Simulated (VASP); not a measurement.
# BaTe in VASP: notebook

BaTe is run at these levels: PBEsol; tasks: relaxation of shape and atoms at fixed volume.

Everything below comes from runs of VASP 6.6.1. Logs are shortened: lines on timing, memory, paths and dates and some standing lists are left out, and cuts for length are marked.

## Step 1: The cell of the first run

The typed cell holds 4 atoms: a = 5.805 Å, b = 5.805 Å, c = 4.105 Å, α = 90.00°, β = 90.00°, γ = 90.00°.

## Step 2: Relaxation of shape and atoms at fixed volume, PBEsol (34.58 Å³/atom)

Input file INCAR:

```
SYSTEM = BaTe
PREC = Accurate
ENCUT = 600
EDIFF = 1E-6
ISMEAR = 0
SIGMA = 0.05
LREAL = .False.
LASPH = .True.
NELM = 60
ALGO = Normal
ISIF = 4
LWAVE = .False.
LCHARG = .False.
GGA = PS
IBRION = 2
NSW = 60
EDIFFG = -0.01
```

Input file KPOINTS:

```
regular mesh
0
Gamma
  6 6 8
  0 0 0
```

Input file POSCAR:

```
BaTe
1.0
    5.8045281014      0.0000000000      0.0000000000
    0.0000000000      5.8045281014      0.0000000000
    0.0000000000      0.0000000000      4.1052736546
Ba Te
2 2
Direct
    0.5000000000      0.0000000000      0.5000000000
    0.0000000000      0.5000000000      0.5000000000
    0.0000000000      0.0000000000      0.0000000000
    0.5000000000      0.5000000000      0.0000000000
```

Potentials or basis: VASP PAW PBE potentials, release 64 (Ba_sv, Te).

On the command line:

```sh
$ cat potpaw_PBE.64/Ba_sv/POTCAR potpaw_PBE.64/Te/POTCAR > POTCAR
$ mpirun -np 1 vasp_std > vasp.out
```

OUTCAR:

```text
SYSTEM = BaTe
   PREC = Accurate
   ENCUT = 600
   EDIFF = 1E-6
   ISMEAR = 0
   LREAL = .False.
   LASPH = .True.
   NELM = 60
   ISIF = 4
   GGA = PS
   IBRION = 2
   NSW = 60
   EDIFFG = -0.01

 ion  position               nearest neighbor table
   1  0.500  0.000  0.500-   3 3.55   4 3.55   3 3.55   4 3.55   4 3.55   4 3.55   3 3.55   3 3.55
                             2 4.10   2 4.10   2 4.10   2 4.10
   2  0.000  0.500  0.500-   3 3.55   4 3.55   3 3.55   4 3.55   3 3.55   3 3.55   4 3.55   4 3.55
                             1 4.10   1 4.10   1 4.10   1 4.10
   3  0.000  0.000  0.000-   1 3.55   2 3.55   1 3.55   2 3.55   2 3.55   2 3.55   1 3.55   1 3.55

   4  0.500  0.500  0.000-   1 3.55   2 3.55   1 3.55   2 3.55   1 3.55   1 3.55   2 3.55   2 3.55

  LATTYP: Found a simple tetragonal cell.
 ALAT       =     5.8045281014
 C/A-ratio  =     0.7072536445

  Lattice vectors:

 A1 = (   5.8045281014,   0.0000000000,   0.0000000000)
 A2 = (   0.0000000000,   5.8045281014,   0.0000000000)
 A3 = (   0.0000000000,   0.0000000000,   4.1052736546)

Analysis of symmetry for initial positions (statically):
=====================================================================
 Subroutine PRICEL returns following result:

  LATTYP: Found a simple tetragonal cell.
 ALAT       =     4.1044211821
 C/A-ratio  =     1.0002076962

  Lattice vectors:

 A1 = (   2.9022640507,  -2.9022640507,   0.0000000000)
 A2 = (   2.9022640507,   2.9022640507,   0.0000000000)
 A3 = (   0.0000000000,   0.0000000000,   4.1052736546)

   2 primitive cells build up your supercell.

 Routine SETGRP: Setting up the symmetry group for a
 simple tetragonal supercell.

 Subroutine GETGRP returns: Found 16 space group operations
 (whereof 16 operations were pure point group operations)
 out of a pool of 16 trial point group operations.

The static configuration has the point symmetry D_4h.

Analysis of symmetry for dynamics (positions and initial velocities):
=====================================================================
 Subroutine PRICEL returns following result:

  LATTYP: Found a simple tetragonal cell.
 ALAT       =     4.1044211821
 C/A-ratio  =     1.0002076962

  Lattice vectors:

 A1 = (   2.9022640507,  -2.9022640507,   0.0000000000)
 A2 = (   2.9022640507,   2.9022640507,   0.0000000000)
 A3 = (   0.0000000000,   0.0000000000,   4.1052736546)

   2 primitive cells build up your supercell.

 Routine SETGRP: Setting up the symmetry group for a
 simple tetragonal supercell.

 Subroutine GETGRP returns: Found 16 space group operations
 (whereof 16 operations were pure point group operations)
 out of a pool of 16 trial point group operations.

The dynamic configuration has the point symmetry D_4h.

 Subroutine INISYM returns: Found 16 space group operations
 (whereof 16 operations are pure point group operations),
 and found     2 'primitive' translations

----------------------------------------------------------------------------------------

                                     Primitive cell

  volume of cell :      69.1586

  direct lattice vectors                    reciprocal lattice vectors
     2.902264051 -2.902264051  0.000000000     0.172279293 -0.172279293  0.000000000
     2.902264051  2.902264051  0.000000000     0.172279293  0.172279293  0.000000000
     0.000000000  0.000000000  4.105273655     0.000000000  0.000000000  0.243589121

  length of vectors
     4.104421182  4.104421182  4.105273655     0.243639713  0.243639713  0.243589121

  position of ions in fractional coordinates (direct lattice)
     0.500000000  0.500000000  0.500000000
     0.000000000  0.000000000  0.000000000

  ion indices of the primitive-cell ions
   primitive index   ion index
                 1           1
                 2           3

----------------------------------------------------------------------------------------

 KPOINTS: regular mesh

Automatic generation of k-mesh.
 Grid dimensions read from file:
 generate k-points for:    6    6    8

 Generating k-lattice:

  Cartesian coordinates                     Fractional coordinates (reciprocal lattice)
     0.028713216  0.000000000  0.000000000     0.166666667  0.000000000  0.000000000
     0.000000000  0.028713216  0.000000000     0.000000000  0.166666667  0.000000000
     0.000000000  0.000000000  0.030448640     0.000000000  0.000000000  0.125000000

  Length of vectors
     0.028713216  0.028713216  0.030448640

  Shift w.r.t. Gamma in fractional coordinates (k-lattice)
     0.000000000  0.000000000  0.000000000

 Subroutine IBZKPT returns following result:
 ===========================================

 Found     50 irreducible k-points:

 Following reciprocal coordinates:
            Coordinates               Weight
  0.000000  0.000000  0.000000      1.000000
  0.166667  0.000000  0.000000      4.000000
  0.333333  0.000000  0.000000      4.000000
  0.500000  0.000000  0.000000      2.000000
  0.166667  0.166667  0.000000      4.000000
  0.333333  0.166667  0.000000      8.000000
[... 16 lines left out ...]
  0.333333  0.000000  0.250000      8.000000
  0.500000  0.000000  0.250000      4.000000
 [... further k-points ...]
   k-points           NKPTS =     50   k-points in BZ     NKDIM =     50   number of bands    NBANDS=     20
   number of dos      NEDOS =    301   number of ions     NIONS =      4
   total plane-waves  NPLWV =  82944
   dimension x,y,z NGX =    48 NGY =   48 NGZ =   36
   dimension x,y,z NGXF=    96 NGYF=   96 NGZF=   72
   ions per type =               2   2
   NGX,Y,Z   is equivalent  to a cutoff of  13.75, 13.75, 14.58 a.u.
   NGXF,Y,Z  is equivalent  to a cutoff of  27.50, 27.50, 29.16 a.u.
 SYSTEM =  BaTe
   PREC   = accura    normal or accurate (medium, high low for compatibility)
   ISTART =      0    job   : 0-new  1-cont  2-samecut
   ICHARG =      2    charge: 1-file 2-atom 10-const
   ISPIN  =      1    spin polarized calculation?
   LNONCOLLINEAR =      F non collinear calculations
   LSORBIT =      F    spin-orbit coupling
   LASPH  =      T    aspherical Exc in radial PAW
   ENCUT  =  600.0 eV  44.10 Ry    6.64 a.u.  11.59 11.59  8.20*2*pi/ulx,y,z
   NELM   =     60;   NELMIN=  2; NELMDL= -5     # of ELM steps
   EDIFF  = 0.1E-05   stopping-criterion for ELM
   LREAL  =      F    real-space projection
   EDIFFG = -.1E-01   stopping-criterion for IOM
   NSW    =     60    number of steps for IOM
   IBRION =      2    ionic relax: 0-MD 1-quasi-New 2-CG
   NFREE  =      1    steps in history (QN), initial steepest desc. (CG)
   ISIF   =      4    stress and relaxation
   ISYM   =      2    0-nonsym 1-usesym 2-fastsym
   POTIM  = 0.5000    time-step for ionic-motion
   TEBEG  =    0.0;   TEEND  =   0.0 temperature during run
   PSTRESS=    0.0 pullay stress
   NELECT =      32.0000    total number of electrons
   NUPDOWN=      -1.0000    fix difference up-down
   EMIN   =  10.00;   EMAX   =-10.00  energy-range for DOS
   EFERMI =   0.00;   METHOD = LEGACY
   ISMEAR =     0;   SIGMA  =   0.05  broadening in eV -4-tet -1-fermi 0-gaus
   EFERMI_NEDOS =   21; number of points for ismear=-14 and -15
   IALGO  =     38    algorithm
   IMIX   =      4    mixing-type and parameters
     AMIX     =   0.40;   BMIX     =  1.00
     AMIX_MAG =   1.60;   BMIX_MAG =  1.00
  volume/ion in A,a.u.               =      34.58       233.35
  Fermi-wavevector in a.u.,A,eV,Ry     =   1.005000  1.899175 13.742232  1.010026
  Thomas-Fermi vector in A             =   2.137652
   LORBIT       =      0    0 simple, 1 ext, 2 COOP (PROOUT), +10 PAW based schemes
   GGA     = PS    functional components
   LHFCALC =     F    Hartree Fock is set to
   AEXX    =    0.0000 exact exchange contribution
   IVDW    =     0    specifies the selected vdW correction
   LEPSILON=     F    determine dielectric tensor
   LRPA    =     F    only Hartree local field effects (RPA)
 conjugate gradient relaxation of ions
 non-spin polarized calculation
 Gauss-broadening in eV      SIGMA  =   0.05
  energy-cutoff  :      600.00
  volume of cell :      138.32
 maximum number of plane-waves:      4641
 NGX is ok and might be reduce to    48
   NGX = 23   NGY = 23   NGZ = 17

 number of electron      32.0000000 magnetization

 Free energy of the ion-electron system (eV)
  ---------------------------------------------------
  ext. energy  EPLUGINS =         0.00000000
  ---------------------------------------------------
  free energy    TOTEN  =       -17.81929496 eV

  energy without entropy =      -17.81929496  energy(sigma->0) =      -17.81929496

 E-fermi :   4.7930     XC(G=0):  -9.4129

 val. band max:        4.5896768929   @ k =   0.5000   0.5000   0.5000
 cond. band min:       4.9938067677   @ k =   0.0000   0.0000   0.0000
 fundamental gap:      0.4041298748
 Fermi energy:         4.7930061163

 k-point     1 :       0.0000    0.0000    0.0000
  band No.  band energies     occupation
      1     -23.3362      2.00000
      2     -23.2500      2.00000
      3      -8.8602      2.00000
      4      -8.8602      2.00000
      5      -8.3399      2.00000
      6      -8.3396      2.00000
[... 12 lines left out ...]
     19       5.3561      0.00000
     20       7.1833      0.00000

 k-point     2 :       0.1667    0.0000    0.0000
  band No.  band energies     occupation
      1     -23.3303      2.00000
      2     -23.2557      2.00000
      3      -8.8717      2.00000
      4      -8.8275      2.00000
      5      -8.4433      2.00000
      6      -8.3769      2.00000
[... 12 lines left out ...]
     19       5.6580      0.00000
     20       7.3870      0.00000

 k-point     3 :       0.3333    0.0000    0.0000
  band No.  band energies     occupation
      1     -23.3142      2.00000
      2     -23.2711      2.00000
      3      -8.8727      2.00000
      4      -8.7366      2.00000
      5      -8.6453      2.00000
      6      -8.4767      2.00000
[... 12 lines left out ...]
     19       6.6852      0.00000
     20       7.7088      0.00000

 k-point     4 :       0.5000    0.0000    0.0000
  band No.  band energies     occupation
      1     -23.2925      2.00000
      2     -23.2925      2.00000
      3      -8.8047      2.00000
      4      -8.8047      2.00000
      5      -8.6089      2.00000
      6      -8.6089      2.00000
[... 12 lines left out ...]
     19       7.8299      0.00000
     20       7.8375      0.00000

 k-point     5 :       0.1667    0.1667    0.0000
  band No.  band energies     occupation
      1     -23.3251      2.00000
      2     -23.2605      2.00000
      3      -8.9599      2.00000
      4      -8.7200      2.00000
      5      -8.6112      2.00000
      6      -8.3199      2.00000
[... 12 lines left out ...]
     19       6.0471      0.00000
     20       7.6090      0.00000

 k-point     6 :       0.3333    0.1667    0.0000
  band No.  band energies     occupation
      1     -23.3111      2.00000
      2     -23.2738      2.00000
      3      -9.0135      2.00000
      4      -8.8271      2.00000
      5      -8.5868      2.00000
      6      -8.3527      2.00000
[... 12 lines left out ...]
     19       7.0243      0.00000
     20       8.0164      0.00000

 k-point     7 :       0.5000    0.1667    0.0000
  band No.  band energies     occupation
      1     -23.2923      2.00000
      2     -23.2923      2.00000
      3      -8.9736      2.00000
      4      -8.9736      2.00000
      5      -8.4559      2.00000
      6      -8.4559      2.00000
[... 12 lines left out ...]
     19       8.1219      0.00000
     20       8.1219      0.00000
[... 277 lines left out ...]
 k-point    20 :       0.5000    0.5000    0.1250
  band No.  band energies     occupation
      1     -23.2855      2.00000
      2     -23.2855      2.00000
      3      -9.1728      2.00000
      4      -9.1728      2.00000
      5      -8.3542      2.00000
      6      -8.3542      2.00000
[... 12 lines left out ...]
     19       9.0706      0.00000
     20       9.0757      0.00000

 k-point    21 :       0.0000    0.0000    0.2500
  band No.  band energies     occupation
      1     -23.3140      2.00000
      2     -23.2308      2.00000
      3      -8.8385      2.00000
      4      -8.7940      2.00000
      5      -8.7940      2.00000
      6      -8.4733      2.00000
[... 12 lines left out ...]
     19       6.8991      0.00000
     20       8.3995      0.00000

 k-point    22 :       0.1667    0.0000    0.2500
  band No.  band energies     occupation
      1     -23.3083      2.00000
      2     -23.2362      2.00000
      3      -8.8156      2.00000
      4      -8.7924      2.00000
      5      -8.7629      2.00000
      6      -8.4865      2.00000
[... 12 lines left out ...]
     19       7.1122      0.00000
     20       8.0442      0.00000

 k-point    23 :       0.3333    0.0000    0.2500
  band No.  band energies     occupation
      1     -23.2928      2.00000
      2     -23.2512      2.00000
      3      -8.7746      2.00000
      4      -8.7623      2.00000
      5      -8.6767      2.00000
      6      -8.5241      2.00000
[... 12 lines left out ...]
     19       7.2051      0.00000
     20       7.6513      0.00000

 k-point    24 :       0.5000    0.0000    0.2500
  band No.  band energies     occupation
      1     -23.2719      2.00000
      2     -23.2719      2.00000
      3      -8.7397      2.00000
      4      -8.7397      2.00000
      5      -8.5554      2.00000
      6      -8.5554      2.00000
[... 12 lines left out ...]
     19       7.2336      0.00000
     20       7.2336      0.00000

 [... further k-points ...]
[... 5 lines left out ...]
  --------------------------------------------------------------------------------------
  -------------------------------------------------------------------------------------
  Total        2.0178144      2.0178144      2.0235562      0.0000000      0.0000000      0.0000000
  in kB       23.3730746     23.3730746     23.4395843      0.0000000      0.0000000      0.0000000
  external PRESSURE =      23.3952445 kB  Pullay stress =       0.0000000 kB

 VOLUME and BASIS-vectors are now :
 -----------------------------------------------------------------------------
  energy-cutoff  :      600.00
  volume of cell :      138.32
      direct lattice vectors                 reciprocal lattice vectors
     5.804528101  0.000000000  0.000000000     0.172279293  0.000000000  0.000000000
     0.000000000  5.804528101  0.000000000     0.000000000  0.172279293  0.000000000
     0.000000000  0.000000000  4.105273655     0.000000000  0.000000000  0.243589121

 POSITION                                       TOTAL-FORCE (eV/Angst)
 -----------------------------------------------------------------------------------
      2.90226      0.00000      2.05264        -0.000000     -0.000000      0.000000
      0.00000      2.90226      2.05264        -0.000000     -0.000000     -0.000000
      0.00000      0.00000      0.00000        -0.000000     -0.000000      0.000000
      2.90226      2.90226      0.00000         0.000000      0.000000     -0.000000
 -----------------------------------------------------------------------------------
    total drift:                               -0.000000      0.000000     -0.000000

  FREE ENERGIE OF THE ION-ELECTRON SYSTEM (eV)
  ---------------------------------------------------
  free  energy   TOTEN  =       -17.8192949598 eV

  energy  without entropy=      -17.8192949598  energy(sigma->0) =      -17.81929496

 reached required accuracy - stopping structural energy minimisation
```

It took 3 min on 1 thread of Oxide Virtual Turin-like, shared host; peak memory 0.35 GiB.

Results:

- Free energy: -17.8193 eV
- Pressure after relaxing: 2.3 GPa
- Band gap on the k mesh: 0.40 eV

Final structure:
```xyz
4
Lattice="5.8045 0.0000 0.0000 0.0000 5.8045 0.0000 0.0000 0.0000 4.1053" Properties=species:S:1:pos:R:3 pbc="T T T"
Ba    2.9023    0.0000    2.0526
Ba    0.0000    2.9023    2.0526
Te    0.0000    0.0000    0.0000
Te    2.9023    2.9023    0.0000
```

Caveat: the relaxation stopped at its first step, so nothing moved; semilocal functionals underestimate gaps, and a narrow one can read as zero; the PAW data sets were made with another functional, which shifts forces and pressure a little; spin-orbit coupling is left out, which moves the levels of the heavy elements.

[end of part 1 of 2]
